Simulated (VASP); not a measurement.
Set up this calculation in VASP 6.6.1, as the native input.

```
Task                   : single point
Functional             : PBE
Potentials or basis    : VASP PAW PBE potentials, release 64 (Al, Si, B)
Cutoff                 : 520 eV
k mesh                 : 12 × 12 × 10
Occupations            : gaussian, width 0.1 eV
Spin                   : no spin polarisation
Dipole correction      : no
Further INCAR settings : ALGO = Normal; EDIFF = 1e-07; NBANDS = 19
```

The structure of Al3Si2B lies in POSCAR:

```
Al3Si2B
1.0
    5.4158741258      0.0000000000      0.0000000000
   -2.7079370629      4.6902845767      0.0000000000
    0.0000000000      0.0000000000      4.1140090105
Al Si B
3 2 1
Direct
    0.5000000000      0.0000000000      0.0000000000
    0.0000000000      0.5000000000      0.0000000000
    0.5000000000      0.5000000000      0.0000000000
    0.3333333333      0.6666666667      0.5000000000
    0.6666666667      0.3333333333      0.5000000000
    0.0000000000      0.0000000000      0.5000000000
```

The cell was generated, and may not be a known phase.

These files were run (other wordings do the same):

INCAR

```
ALGO = Normal
EDIFF = 1E-7
ENCUT = 520
GGA = PE
ISIF = 2
ISMEAR = 0
LASPH = T
LCHARG = F
LREAL = F
LWAVE = F
NBANDS = 19
NELM = 60
PREC = Accurate
SIGMA = 0.1
```

KPOINTS

```
k-points
0
Gamma
  12 12 10
```

Potentials or basis: VASP PAW PBE potentials, release 64 (Al, Si, B).

The run is started by

```console
$ cat potpaw_PBE.64/Al/POTCAR potpaw_PBE.64/Si/POTCAR potpaw_PBE.64/B/POTCAR > POTCAR
$ mpirun -np 1 vasp_std > vasp.out
```

Results of the run:

```
Pressure               : 0.0 GPa
Band gap on the k mesh : zero (bands 10 and 11 overlap by 3.28 eV)
```

Wall time 4.2 min on 1 thread of Intel Xeon 8259CL (shared host), peak memory 0.35 GiB.
